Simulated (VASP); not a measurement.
# SiNi (Pmmn) in VASP: single point with PBE

Aim: the single point of SiNi with PBE.

Program: VASP 6.6.1. These are calculated values, not measurements. Logs are shortened: lines on timing, memory, paths and dates and some standing lists are left out, and cuts for length are marked.

### 1 The cell of the first run

The structure is orthorhombic, space group Pmmn (No. 59). The conventional cell has a = 3.027 Å, b = 3.273 Å, c = 4.698 Å, α = 90.00°, β = 90.00°, γ = 90.00°. Si (site symmetry mm2) has 6 Ni at 2.34 to 2.40 Å and 6 Si at 2.68 to 3.03 Å within 3.1 Å. Within 3.1 Å of Ni (site symmetry mm2) lie 6 Si at 2.34 to 2.40 Å and 6 Ni at 2.67 to 3.03 Å.

### 2 Single point, PBE

INCAR reads:

```
ALGO     = Normal         # electronic algorithm
EDIFF    = 1E-6           # SCF threshold, eV
ENCUT    = 690            # plane-wave cutoff, eV
GGA      = PE             # functional
GGA_COMPAT= F            
ISIF     = 2              # what is computed and relaxed
ISMEAR   = 0              # smearing method
LASPH    = T              # aspherical terms in the spheres
LCHARG   = F              # write CHGCAR
LREAL    = F              # projectors in reciprocal space
LWAVE    = F              # write WAVECAR
NBANDS   = 30             # bands
NELM     = 120            # most SCF steps
PREC     = Accurate       # precision mode
SIGMA    = 0.1            # smearing width, eV
```

KPOINTS reads:

```
k-points
0
Gamma
  8 8 6
```

POSCAR reads:

```
SiNi
1.0
    3.0266200000      0.0000000000      0.0000000000
    0.0000000000      3.2735000000      0.0000000000
    0.0000000000      0.0000000000      4.6977600000
Si Ni
2 2
Direct
    0.5000000000      0.5000000000      0.8423000000
    0.0000000000      0.0000000000      0.1577000000
    0.5000000000      0.5000000000      0.3442200000
    0.0000000000      0.0000000000      0.6557800000
```

Potentials or basis: VASP PAW PBE potentials, release 64 (Si, Ni_sv_GW).

On the command line:

```
$ cat potpaw_PBE.64/Si/POTCAR potpaw_PBE.64/Ni_sv_GW/POTCAR > POTCAR
$ mpirun -np 1 vasp_std > vasp.out
```

OUTCAR:

```text
EDIFF = 1E-6
   ENCUT = 690
   GGA = PE
   ISIF = 2
   ISMEAR = 0
   LASPH = T
   LREAL = F
   NELM = 120
   PREC = Accurate

 ion  position               nearest neighbor table
   1  0.500  0.500  0.842-   3 2.34   3 2.36   4 2.40   4 2.40   4 2.40   4 2.40   2 2.68   2 2.68
                             2 2.68   2 2.68
   2  0.000  0.000  0.158-   4 2.34   4 2.36   3 2.40   3 2.40   3 2.40   3 2.40   1 2.68   1 2.68
                             1 2.68   1 2.68
   3  0.500  0.500  0.344-   1 2.34   1 2.36   2 2.40   2 2.40   2 2.40   2 2.40
   4  0.000  0.000  0.656-   2 2.34   2 2.36   1 2.40   1 2.40   1 2.40   1 2.40

  LATTYP: Found a simple orthorhombic cell.
 ALAT       =     3.0266200000
 B/A-ratio  =     1.0815695396
 C/A-ratio  =     1.5521472798

  Lattice vectors:

 A1 = (   3.0266200000,   0.0000000000,   0.0000000000)
 A2 = (   0.0000000000,   3.2735000000,   0.0000000000)
 A3 = (   0.0000000000,   0.0000000000,   4.6977600000)

Analysis of symmetry for initial positions (statically):
=====================================================================
 Subroutine PRICEL returns:
 Original cell was already a primitive cell.

 Routine SETGRP: Setting up the symmetry group for a
 simple orthorhombic supercell.

 Subroutine GETGRP returns: Found  8 space group operations
 (whereof  4 operations were pure point group operations)
 out of a pool of  8 trial point group operations.

The static configuration has the point symmetry C_2v.
 The point group associated with its full space group is D_2h.

Analysis of symmetry for dynamics (positions and initial velocities):
=====================================================================
 Subroutine PRICEL returns:
 Original cell was already a primitive cell.

 Routine SETGRP: Setting up the symmetry group for a
 simple orthorhombic supercell.

 Subroutine GETGRP returns: Found  8 space group operations
 (whereof  4 operations were pure point group operations)
 out of a pool of  8 trial point group operations.

The dynamic configuration has the point symmetry C_2v.
 The point group associated with its full space group is D_2h.

 Subroutine INISYM returns: Found  8 space group operations
 (whereof  4 operations are pure point group operations),
 and found     1 'primitive' translations

----------------------------------------------------------------------------------------

                                     Primitive cell

  volume of cell :      46.5437

  direct lattice vectors                    reciprocal lattice vectors
     3.026620000  0.000000000  0.000000000     0.330401570  0.000000000  0.000000000
     0.000000000  3.273500000  0.000000000     0.000000000  0.305483428  0.000000000
     0.000000000  0.000000000  4.697760000     0.000000000  0.000000000  0.212867409

  length of vectors
     3.026620000  3.273500000  4.697760000     0.330401570  0.305483428  0.212867409

  position of ions in fractional coordinates (direct lattice)
     0.500000000  0.500000000  0.842300000
     0.000000000  0.000000000  0.157700000
     0.500000000  0.500000000  0.344220000
     0.000000000  0.000000000  0.655780000

  ion indices of the primitive-cell ions
   primitive index   ion index
                 1           1
                 2           2
                 3           3
                 4           4

----------------------------------------------------------------------------------------

 KPOINTS: k-points

Automatic generation of k-mesh.
 Grid dimensions read from file:
 generate k-points for:    8    8    6

 Generating k-lattice:

  Cartesian coordinates                     Fractional coordinates (reciprocal lattice)
     0.041300196  0.000000000  0.000000000     0.125000000  0.000000000  0.000000000
     0.000000000  0.038185428  0.000000000     0.000000000  0.125000000  0.000000000
     0.000000000  0.000000000  0.035477902     0.000000000  0.000000000  0.166666667

  Length of vectors
     0.041300196  0.038185428  0.035477902

  Shift w.r.t. Gamma in fractional coordinates (k-lattice)
     0.000000000  0.000000000  0.000000000

 Subroutine IBZKPT returns following result:
 ===========================================

 Found    100 irreducible k-points:

 Following reciprocal coordinates:
            Coordinates               Weight
  0.000000  0.000000  0.000000      1.000000
  0.125000  0.000000  0.000000      2.000000
  0.250000  0.000000  0.000000      2.000000
  0.375000  0.000000  0.000000      2.000000
  0.500000  0.000000  0.000000      1.000000
  0.000000  0.125000  0.000000      2.000000
[... 16 lines left out ...]
  0.250000  0.500000  0.000000      2.000000
  0.375000  0.500000  0.000000      2.000000
 [... further k-points ...]
   k-points           NKPTS =    100   k-points in BZ     NKDIM =    100   number of bands    NBANDS=     30
   number of dos      NEDOS =    301   number of ions     NIONS =      4
   total plane-waves  NPLWV =  31360
   dimension x,y,z NGX =    28 NGY =   28 NGZ =   40
   dimension x,y,z NGXF=    56 NGYF=   56 NGZF=   80
   ions per type =               2   2
   NGX,Y,Z   is equivalent  to a cutoff of  15.38, 14.22, 14.16 a.u.
   NGXF,Y,Z  is equivalent  to a cutoff of  30.76, 28.44, 28.31 a.u.
 SYSTEM =  unknown system
   PREC   = accura    normal or accurate (medium, high low for compatibility)
   ISTART =      0    job   : 0-new  1-cont  2-samecut
   ICHARG =      2    charge: 1-file 2-atom 10-const
   ISPIN  =      1    spin polarized calculation?
   LNONCOLLINEAR =      F non collinear calculations
   LSORBIT =      F    spin-orbit coupling
   LASPH  =      T    aspherical Exc in radial PAW
   ENCUT  =  690.0 eV  50.71 Ry    7.12 a.u.   6.48  7.01 10.06*2*pi/ulx,y,z
   NELM   =    120;   NELMIN=  2; NELMDL= -5     # of ELM steps
   EDIFF  = 0.1E-05   stopping-criterion for ELM
   LREAL  =      F    real-space projection
   EDIFFG = 0.1E-04   stopping-criterion for IOM
   NSW    =      0    number of steps for IOM
   IBRION =     -1    ionic relax: 0-MD 1-quasi-New 2-CG
   NFREE  =      0    steps in history (QN), initial steepest desc. (CG)
   ISIF   =      2    stress and relaxation
   ISYM   =      2    0-nonsym 1-usesym 2-fastsym
   POTIM  = 0.5000    time-step for ionic-motion
   TEBEG  =    0.0;   TEEND  =   0.0 temperature during run
   PSTRESS=    0.0 pullay stress
   NELECT =      44.0000    total number of electrons
   NUPDOWN=      -1.0000    fix difference up-down
   EMIN   =  10.00;   EMAX   =-10.00  energy-range for DOS
   EFERMI =   0.00;   METHOD = LEGACY
   ISMEAR =     0;   SIGMA  =   0.10  broadening in eV -4-tet -1-fermi 0-gaus
   EFERMI_NEDOS =   21; number of points for ismear=-14 and -15
   IALGO  =     38    algorithm
   IMIX   =      4    mixing-type and parameters
     AMIX     =   0.40;   BMIX     =  1.00
     AMIX_MAG =   1.60;   BMIX_MAG =  1.00
  volume/ion in A,a.u.               =      11.64        78.52
  Fermi-wavevector in a.u.,A,eV,Ry     =   1.606714  3.036250 35.123866  2.581531
  Thomas-Fermi vector in A             =   2.702858
   LORBIT       =      0    0 simple, 1 ext, 2 COOP (PROOUT), +10 PAW based schemes
   GGA     = PE    functional components
   LHFCALC =     F    Hartree Fock is set to
   AEXX    =    0.0000 exact exchange contribution
   IVDW    =     0    specifies the selected vdW correction
   LEPSILON=     F    determine dielectric tensor
   LRPA    =     F    only Hartree local field effects (RPA)
 non-spin polarized calculation
 Gauss-broadening in eV      SIGMA  =   0.10
  energy-cutoff  :      690.00
  volume of cell :       46.54
 maximum number of plane-waves:      1940
 NGX is ok and might be reduce to    28
   NGX = 13   NGY = 15   NGZ = 21

 number of electron      43.9999994 magnetization

 Free energy of the ion-electron system (eV)
  ---------------------------------------------------
  ext. energy  EPLUGINS =         0.00000000
  ---------------------------------------------------
  free energy    TOTEN  =       -25.49609655 eV

  energy without entropy =      -25.48937429  energy(sigma->0) =      -25.49273542

 E-fermi :  10.5670     XC(G=0): -12.7435

 val. band max:       10.5158333645   @ k =   0.1250   0.0000   0.3333
 cond. band min:      10.5867885521   @ k =   0.5000   0.3750   0.3333
 fundamental gap:      0.0709551876
 Fermi energy:        10.5670006990

 k-point     1 :       0.0000    0.0000    0.0000
  band No.  band energies     occupation
      1     -93.4056      2.00000
      2     -93.3966      2.00000
      3     -53.9232      2.00000
      4     -53.8976      2.00000
      5     -53.7952      2.00000
      6     -53.7601      2.00000
[... 22 lines left out ...]
     29      18.6631      0.00000
     30      19.6039      0.00000

 k-point     2 :       0.1250    0.0000    0.0000
  band No.  band energies     occupation
      1     -93.4052      2.00000
      2     -93.3969      2.00000
      3     -53.9224      2.00000
      4     -53.8988      2.00000
      5     -53.7937      2.00000
      6     -53.7613      2.00000
[... 22 lines left out ...]
     29      18.9363      0.00000
     30      19.7445      0.00000

 k-point     3 :       0.2500    0.0000    0.0000
  band No.  band energies     occupation
      1     -93.4039      2.00000
      2     -93.3976      2.00000
      3     -53.9199      2.00000
      4     -53.9021      2.00000
      5     -53.7895      2.00000
      6     -53.7647      2.00000
[... 22 lines left out ...]
     29      19.7489      0.00000
     30      20.0658      0.00000

 k-point     4 :       0.3750    0.0000    0.0000
  band No.  band energies     occupation
      1     -93.4021      2.00000
      2     -93.3989      2.00000
      3     -53.9163      2.00000
      4     -53.9066      2.00000
      5     -53.7835      2.00000
      6     -53.7700      2.00000
[... 616 lines left out ...]
     29      20.3759      0.00000
     30      20.3761      0.00000

 k-point    23 :       0.2500    0.5000    0.0000
  band No.  band energies     occupation
      1     -93.4007      2.00000
      2     -93.4007      2.00000
      3     -53.9112      2.00000
      4     -53.9112      2.00000
      5     -53.7844      2.00000
      6     -53.7844      2.00000
[... 22 lines left out ...]
     29      18.4791      0.00000
     30      18.4791      0.00000

 k-point    24 :       0.3750    0.5000    0.0000
  band No.  band energies     occupation
      1     -93.4004      2.00000
      2     -93.4004      2.00000
      3     -53.9099      2.00000
      4     -53.9099      2.00000
      5     -53.7881      2.00000
      6     -53.7881      2.00000
[... 22 lines left out ...]
     29      16.0849      0.00000
     30      16.0849      0.00000

 [... further k-points ...]

------------------------ aborting loop because EDIFF is reached ----------------------------------------

  FORCE on cell =-STRESS in cart. coord.  units (eV):
  Direction    XX          YY          ZZ          XY          YZ          ZX
  --------------------------------------------------------------------------------------
  -------------------------------------------------------------------------------------
  Total        0.0309455      0.4634503      0.0507801      0.0000000      0.0000000      0.0000000
  in kB        1.0652387     15.9533793      1.7480066      0.0000000      0.0000000      0.0000000
  external PRESSURE =       6.2555415 kB  Pullay stress =       0.0000000 kB

 VOLUME and BASIS-vectors are now :
 -----------------------------------------------------------------------------
  energy-cutoff  :      690.00
  volume of cell :       46.54
      direct lattice vectors                 reciprocal lattice vectors
     3.026620000  0.000000000  0.000000000     0.330401570  0.000000000  0.000000000
     0.000000000  3.273500000  0.000000000     0.000000000  0.305483428  0.000000000
     0.000000000  0.000000000  4.697760000     0.000000000  0.000000000  0.212867409

 POSITION                                       TOTAL-FORCE (eV/Angst)
 -----------------------------------------------------------------------------------
      1.51331      1.63675      3.95692         0.000000      0.000000      0.167980
      0.00000      0.00000      0.74084         0.000000      0.000000     -0.167980
      1.51331      1.63675      1.61706         0.000000      0.000000     -0.111098
      0.00000      0.00000      3.08070         0.000000      0.000000      0.111098
 -----------------------------------------------------------------------------------
    total drift:                                0.000000      0.000000     -0.000000

  FREE ENERGIE OF THE ION-ELECTRON SYSTEM (eV)
  ---------------------------------------------------
  free  energy   TOTEN  =       -25.4960965491 eV

  energy  without entropy=      -25.4893742877  energy(sigma->0) =      -25.49273542
```

Run time: 9.9 min. Hardware: 1 thread of AMD EPYC 7R43 (Zen 3), shared host; peak memory 0.31 GiB.

What came out:

```yaml
Free_energy: -25.4961 eV
Pressure: 0.6 GPa
Largest_force: 0.168 eV/Å
Band_gap_on_the_k_mesh: zero (bands 22 and 23 overlap by 2.30 eV)
```

Forces on the atoms (eV/Å):
```
Si   0.000  0.000  0.168
Si   0.000  0.000 -0.168
Ni   0.000  0.000 -0.111
Ni   0.000  0.000  0.111
```

Spin polarisation is off, so any magnetic state and its effect on volume and gap are missing.

The gap in the log of VASP goes by the Fermi energy; the results here count the filled bands.